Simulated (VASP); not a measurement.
# CoSi2 in VASP: notebook

CoSi2 is run at these levels: PBEsol; tasks: electric field gradients.

All numbers are computed with VASP 6.6.1; they aren't measurements. Logs are shortened: lines on timing, memory, paths and dates and some standing lists are left out, and cuts for length are marked.

### 1 The cell of the first run

It takes space group I4/mmm (No. 139, tetragonal). Conventional cell: a = 3.794 Å, b = 3.794 Å, c = 5.419 Å, α = 90.00°, β = 90.00°, γ = 90.00°. Co (site symmetry 4/mmm) has 8 Si at 2.33 Å within 3.1 Å. Si (site symmetry -4m2) has 4 Co at 2.33 Å and 6 Si at 2.68 to 2.71 Å within 3.1 Å.

### 2 Electric field gradients, PBEsol, collinear spin, ferromagnetic start (zz strain of +1 %)

Contents of INCAR:

```
SYSTEM = CoSi2
  ALGO = Normal
  EDIFF = 1E-8
  ENCUT = 520
  GGA = PS
  GGA_COMPAT = .FALSE.
  ISIF = 2
  ISMEAR = -1
  ISPIN = 2
  LASPH = .TRUE.
  LCHARG = .FALSE.
  LEFG = .TRUE.
  LMAXMIX = 4
  LORBIT = 11
  LREAL = .FALSE.
  LWAVE = .FALSE.
  MAGMOM = 2 0 0
  NBANDS = 20
  NELM = 200
  PREC = Accurate
  SIGMA = 0.05
```

Contents of KPOINTS:

```
k-points
0
G
  11 11 11
  0 0 0
```

Contents of POSCAR:

```
CoSi2
1.0
    0.0000000000      2.6825000000      2.7093250000
    2.6825000000      0.0000000000      2.7093250000
    2.6825000000      2.6825000000      0.0000000000
Co Si
1 2
Direct
    0.0000000000      0.0000000000      0.0000000000
    0.2500000000      0.2500000000      0.2500000000
    0.7500000000      0.7500000000      0.7500000000
```

Potentials or basis: VASP PAW PBE potentials, release 64 (Co, Si).

Launch:

```bash
$ cat potpaw_PBE.64/Co/POTCAR potpaw_PBE.64/Si/POTCAR > POTCAR
$ mpirun -np 1 vasp_std > vasp.out
```

OUTCAR:

```text
SYSTEM = CoSi2
   EDIFF = 1E-8
   ENCUT = 520
   GGA = PS
   ISIF = 2
   ISMEAR = -1
   ISPIN = 2
   LASPH = .TRUE.
   LORBIT = 11
   LREAL = .FALSE.
   NELM = 200
   PREC = Accurate

 ion  position               nearest neighbor table
   1  0.000  0.000  0.000-   3 2.33   2 2.33   3 2.33   2 2.33   3 2.33   3 2.33   2 2.33   2 2.33

   2  0.250  0.250  0.250-   1 2.33   1 2.33   1 2.33   1 2.33   3 2.68   3 2.68   3 2.68   3 2.68
                             3 2.71   3 2.71
   3  0.750  0.750  0.750-   1 2.33   1 2.33   1 2.33   1 2.33   2 2.68   2 2.68   2 2.68   2 2.68
                             2 2.71   2 2.71

  LATTYP: Found a body centered tetragonal cell.
 ALAT       =     3.7936278811
 C/A-ratio  =     1.4283556980

  Lattice vectors:

 A1 = (  -2.6825000000,   0.0000000000,   2.7093250000)
 A2 = (   2.6825000000,   0.0000000000,   2.7093250000)
 A3 = (   0.0000000000,   2.6825000000,  -2.7093250000)

Analysis of symmetry for initial positions (statically):
=====================================================================
 Subroutine PRICEL returns:
 Original cell was already a primitive cell.

 Routine SETGRP: Setting up the symmetry group for a
 body centered tetragonal supercell.

 Subroutine GETGRP returns: Found 16 space group operations
 (whereof 16 operations were pure point group operations)
 out of a pool of 16 trial point group operations.

The static configuration has the point symmetry D_4h.

Analysis of symmetry for dynamics (positions and initial velocities):
=====================================================================
 Subroutine PRICEL returns:
 Original cell was already a primitive cell.

 Routine SETGRP: Setting up the symmetry group for a
 body centered tetragonal supercell.

 Subroutine GETGRP returns: Found 16 space group operations
 (whereof 16 operations were pure point group operations)
 out of a pool of 16 trial point group operations.

The dynamic configuration has the point symmetry D_4h.

Analysis of structural, dynamic, and magnetic symmetry:
=====================================================================
 Subroutine PRICEL returns:
[... 730 lines left out ...]
      4       5.8137      1.00000
      5       7.9167      1.00000
      6       7.9625      1.00000
[... 541 lines left out ...]
     19      23.9869      0.00000
     20      25.7314      0.00000

 [... further k-points ...]

------------------------ aborting loop because EDIFF is reached ----------------------------------------

  FORCE on cell =-STRESS in cart. coord.  units (eV):
  Direction    XX          YY          ZZ          XY          YZ          ZX
  --------------------------------------------------------------------------------------
  -------------------------------------------------------------------------------------
  Total       -1.6196172     -1.6196172     -1.8470758      0.0000000      0.0000000     -0.0000000
  in kB      -66.5506636    -66.5506636    -75.8970207      0.0000000      0.0000000     -0.0000000
  external PRESSURE =     -69.6661160 kB  Pullay stress =       0.0000000 kB

 VOLUME and BASIS-vectors are now :
 -----------------------------------------------------------------------------
  energy-cutoff  :      520.00
  volume of cell :       38.99
      direct lattice vectors                 reciprocal lattice vectors
     0.000000000  2.682500000  2.709325000    -0.186393290  0.186393290  0.184547812
     2.682500000  0.000000000  2.709325000     0.186393290 -0.186393290  0.184547812
     2.682500000  2.682500000  0.000000000     0.186393290  0.186393290 -0.184547812

 POSITION                                       TOTAL-FORCE (eV/Angst)
 -----------------------------------------------------------------------------------
      0.00000      0.00000      0.00000         0.000000     -0.000000      0.000000
      1.34125      1.34125      1.35466        -0.000000      0.000000      0.000000
      4.02375      4.02375      4.06399        -0.000000     -0.000000     -0.000000
 -----------------------------------------------------------------------------------
    total drift:                               -0.000000     -0.000000      0.000000

  FREE ENERGIE OF THE ION-ELECTRON SYSTEM (eV)
  ---------------------------------------------------
  free  energy   TOTEN  =       -20.9530751337 eV

  energy  without entropy=      -20.9446492302  energy(sigma->0) =      -20.94886218

 Electric field gradients (V/A^2)
---------------------------------------------------------------------
 ion       V_xx      V_yy      V_zz      V_xy      V_xz      V_yz
---------------------------------------------------------------------
   1      -0.067    -0.067     0.134    -0.002    -0.001    -0.001
   2      -0.118    -0.118     0.236    -0.000    -0.000    -0.000
   3      -0.118    -0.118     0.236    -0.000    -0.000    -0.000
---------------------------------------------------------------------

 Electric field gradients after diagonalization (V/A^2)
 (convention: |V_zz| > |V_xx| > |V_yy|)
----------------------------------------------------------------------
 ion       V_xx      V_yy      V_zz     asymmetry (V_yy - V_xx)/ V_zz
----------------------------------------------------------------------
   1      -0.069    -0.066     0.134       0.023
   2      -0.118    -0.118     0.236       0.001
   3      -0.118    -0.118     0.236       0.001
----------------------------------------------------------------------

           NMR quadrupolar parameters

 Cq : quadrupolar parameter    Cq=e*Q*V_zz/h
 eta: asymmetry parameters     (V_yy - V_xx)/ V_zz
 Q  : nuclear electric quadrupole moment in mb (millibarn)
----------------------------------------------------------------------
 ion       Cq(MHz)       eta       Q (mb)
----------------------------------------------------------------------
   1       0.000       0.023       1.000
   2       0.001       0.001       1.000
   3       0.001       0.001       1.000
----------------------------------------------------------------------

 total charge

# of ion       s       p       d       tot
------------------------------------------
    1        0.535   0.704   7.586   8.825
    2        0.717   0.861   0.000   1.578
    3        0.717   0.861   0.000   1.578
--------------------------------------------------
tot          1.969   2.427   7.586  11.982

 magnetization (x)

# of ion       s       p       d       tot
------------------------------------------
    1       -0.000  -0.000  -0.000  -0.000
    2        0.000   0.000   0.000   0.000
    3        0.000   0.000   0.000   0.000
--------------------------------------------------
tot         -0.000   0.000  -0.000  -0.000
```

Wall time 6.4 min (1 thread of Intel Xeon 8259CL, shared host); peak memory 0.28 GiB.

What came out:

- Free energy: -20.9531 eV
- Pressure: -7.0 GPa
- Net moment: 0.00 μB per cell
- Largest electric field gradient by atom: Co +0.13; Si +0.24 V/Å²
- Valence electrons inside the program's atomic spheres: Co 8.82; Si 1.58

Caveat: the cell differs from its parent crystal (zz strain of +1 %); the cell stands under tension; without QUAD_EFG the Cq values of the log hold for a quadrupole moment of 1 mb, not for the nuclei; the PAW data sets were made with another functional, which shifts forces and pressure a little.

### 3 Electric field gradients, PBEsol, collinear spin, ferromagnetic start (zz strain of +2 %)

Contents of INCAR:

```
SYSTEM = CoSi2
ALGO = Normal ; EDIFF = 1E-8
ENCUT = 520 ; GGA = PS
GGA_COMPAT = .FALSE. ; ISIF = 2
ISMEAR = -1 ; ISPIN = 2
LASPH = .TRUE. ; LCHARG = .FALSE.
LEFG = .TRUE. ; LMAXMIX = 4
LORBIT = 11 ; LREAL = .FALSE.
LWAVE = .FALSE. ; MAGMOM = 2 0 0
NBANDS = 20 ; NELM = 200
PREC = Accurate ; SIGMA = 0.05
```

KPOINTS is that of step 2.

Contents of POSCAR:

```
CoSi2
1.0
    0.0000000000      2.6825000000      2.7361500000
    2.6825000000      0.0000000000      2.7361500000
    2.6825000000      2.6825000000      0.0000000000
Co Si
1 2
Direct
    0.0000000000      0.0000000000      0.0000000000
    0.2500000000      0.2500000000      0.2500000000
    0.7500000000      0.7500000000      0.7500000000
```

Potentials or basis: VASP PAW PBE potentials, release 64 (Co, Si).

Launch:

```bash
$ cat potpaw_PBE.64/Co/POTCAR potpaw_PBE.64/Si/POTCAR > POTCAR
$ mpirun -np 1 vasp_std > vasp.out
```

OUTCAR:

```text
SYSTEM = CoSi2
   EDIFF = 1E-8
   ENCUT = 520
   GGA = PS
   ISIF = 2
   ISMEAR = -1
   ISPIN = 2
   LASPH = .TRUE.
   LORBIT = 11
   LREAL = .FALSE.
   NELM = 200
   PREC = Accurate

 ion  position               nearest neighbor table
   1  0.000  0.000  0.000-   3 2.34   3 2.34   3 2.34   2 2.34   2 2.34   2 2.34   3 2.34   2 2.34

   2  0.250  0.250  0.250-   1 2.34   1 2.34   1 2.34   1 2.34   3 2.68   3 2.68   3 2.68   3 2.68
                             3 2.74   3 2.74
   3  0.750  0.750  0.750-   1 2.34   1 2.34   1 2.34   1 2.34   2 2.68   2 2.68   2 2.68   2 2.68
                             2 2.74   2 2.74

  LATTYP: Found a body centered tetragonal cell.
 ALAT       =     3.7936278811
 C/A-ratio  =     1.4424978336

  Lattice vectors:

 A1 = (  -2.6825000000,   0.0000000000,   2.7361500000)
 A2 = (   2.6825000000,   0.0000000000,   2.7361500000)
 A3 = (   0.0000000000,   2.6825000000,  -2.7361500000)

Analysis of symmetry for initial positions (statically):
=====================================================================
 Subroutine PRICEL returns:
 Original cell was already a primitive cell.

[... 1334 lines left out ...]
  free  energy   TOTEN  =       -20.9322537457 eV

  energy  without entropy=      -20.9235611427  energy(sigma->0) =      -20.92790744

 Electric field gradients (V/A^2)
---------------------------------------------------------------------
 ion       V_xx      V_yy      V_zz      V_xy      V_xz      V_yz
---------------------------------------------------------------------
   1      -0.114    -0.114     0.227    -0.002    -0.001    -0.001
   2      -0.186    -0.186     0.372    -0.000    -0.000    -0.000
   3      -0.186    -0.186     0.372    -0.000    -0.000    -0.000
---------------------------------------------------------------------

 Electric field gradients after diagonalization (V/A^2)
 (convention: |V_zz| > |V_xx| > |V_yy|)
----------------------------------------------------------------------
 ion       V_xx      V_yy      V_zz     asymmetry (V_yy - V_xx)/ V_zz
----------------------------------------------------------------------
   1      -0.115    -0.112     0.227       0.013
   2      -0.186    -0.186     0.372       0.001
   3      -0.186    -0.186     0.372       0.001
----------------------------------------------------------------------

           NMR quadrupolar parameters

 Cq : quadrupolar parameter    Cq=e*Q*V_zz/h
 eta: asymmetry parameters     (V_yy - V_xx)/ V_zz
 Q  : nuclear electric quadrupole moment in mb (millibarn)
----------------------------------------------------------------------
 ion       Cq(MHz)       eta       Q (mb)
----------------------------------------------------------------------
   1       0.001       0.013       1.000
   2       0.001       0.001       1.000
   3       0.001       0.001       1.000
----------------------------------------------------------------------

 total charge

# of ion       s       p       d       tot
------------------------------------------
    1        0.530   0.693   7.576   8.798
    2        0.718   0.855   0.000   1.573
    3        0.718   0.855   0.000   1.573
--------------------------------------------------
tot          1.965   2.402   7.576  11.943

 magnetization (x)

# of ion       s       p       d       tot
------------------------------------------
    1       -0.000  -0.000  -0.000  -0.000
    2        0.000   0.000   0.000   0.000
    3        0.000   0.000   0.000   0.000
--------------------------------------------------
tot          0.000   0.000  -0.000  -0.000
```

It took 6.6 min on 1 thread of Intel Xeon 8259CL, shared host; peak memory 0.28 GiB.

What came out:

- Free energy: -20.9323 eV
- Pressure: -8.5 GPa
- Net moment: 0.00 μB per cell
- Largest electric field gradient by atom: Co +0.2; Si +0.4 V/Å²
- Valence electrons inside the program's atomic spheres: Co 8.80; Si 1.57

Stress tensor (GPa, compression positive):
```
-7.92  0.00  0.00
 0.00 -7.92  0.00
 0.00  0.00 -9.68
```

Electric field gradients, principal values (V/Å²):
```csv
atom,least,middle,greatest (by size)
1 Co,-0.112,-0.115,0.227
2 Si,-0.186,-0.186,0.372
3 Si,-0.186,-0.186,0.372
```

Caveat: the cell differs from its parent crystal (zz strain of +2 %); the cell stands under tension; without QUAD_EFG the Cq values of the log hold for a quadrupole moment of 1 mb, not for the nuclei; the PAW data sets were made with another functional, which shifts forces and pressure a little.

(Continued in part 2 of 2.)
